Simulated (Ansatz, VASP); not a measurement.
Given: the input of a run of VASP 6.6.1 on CuO.

File INCAR:

```
PREC = Accurate
ENCUT = 520
EDIFF = 1E-6
ISMEAR = -1
SIGMA = 0.05
LREAL = F
LASPH = T
NELM = 80
ALGO = Normal
ISIF = 2
LWAVE = F
LCHARG = T
GGA = PE
LELF = T
LVHAR = T
NBANDS = 25
```

Contents of KPOINTS:

```
regular mesh
0
Gamma
  10 10 6
```

POSCAR

```
CuO
1.0
    3.1795331000      0.0000000000      0.0000000000
   -1.5897665500      2.7535564400      0.0000000000
    0.0000000000      0.0000000000      4.4314907300
Cu O
2 2
Direct
    0.0000000000      0.0000000000      0.0000000000
    0.0000000000      0.0000000000      0.5000000000
    0.3333333333      0.6666666667      0.2500000000
    0.6666666667      0.3333333333      0.7500000000
```

Potentials or basis: VASP PAW PBE potentials, release 64 (Cu, O).

The run is started by

```sh
$ cat potpaw_PBE.64/Cu/POTCAR potpaw_PBE.64/O/POTCAR > POTCAR
$ mpirun -np 1 vasp_std > vasp.out
```

**Question.** Set up the same calculation for Ansatz 0.2.0. Potentials there: all-electron LAPW, scalar-relativistic.

**Answer.** As run (the cutoff follows the program's own potentials):

File input.yaml:

```yaml
crystal:
  lattice:
    - [3.1795331, 0.0, 0.0]
    - [-1.58976655, 2.75355644, 0.0]
    - [0.0, 0.0, 4.43149073]
  atoms:
    - { symbol: Cu, position: [0.0, 0.0, 0.0] }
    - { symbol: Cu, position: [0.0, 0.0, 0.5] }
    - { symbol: O, position: [0.3333333333, 0.6666666667, 0.25] }
    - { symbol: O, position: [0.6666666667, 0.3333333333, 0.75] }
kpoints:
  mp_grid: { grid: [10, 10, 6] }
scf:
  occupations: { method: fermi_dirac, width: 0.05 }
hamiltonian:
  xc: pbe
  pseudopotentials: { kind: all_electron, lapw: { basis_error: 0.001 } }
output:
  forces: true
  stress: true
  eigenvalues: true
  populations: true
```

Potentials or basis: all-electron LAPW, scalar-relativistic.

Launch:

```bash
$ ansatz run input.yaml --threads 2 --pin off --max-ram 6144MiB --backend cpu --events-out ev --progress --plain --runs-dir out
```

Both were run:

|  | VASP | Ansatz | Ansatz less VASP |
| --- | --- | --- | --- |
| gap on the k mesh at the Fermi level (eV) | none | none | - |
| pressure (GPa) | 6.6 | 6.2 | -0.39 |
| traceless stress, the component that is largest in VASP (GPa) | 31.45 | 31.32 | -0.130 |

A gap of «none» marks a metal or a gap that the smearing closes. Ansatz ran all-electron here, and VASP with PAW potentials.
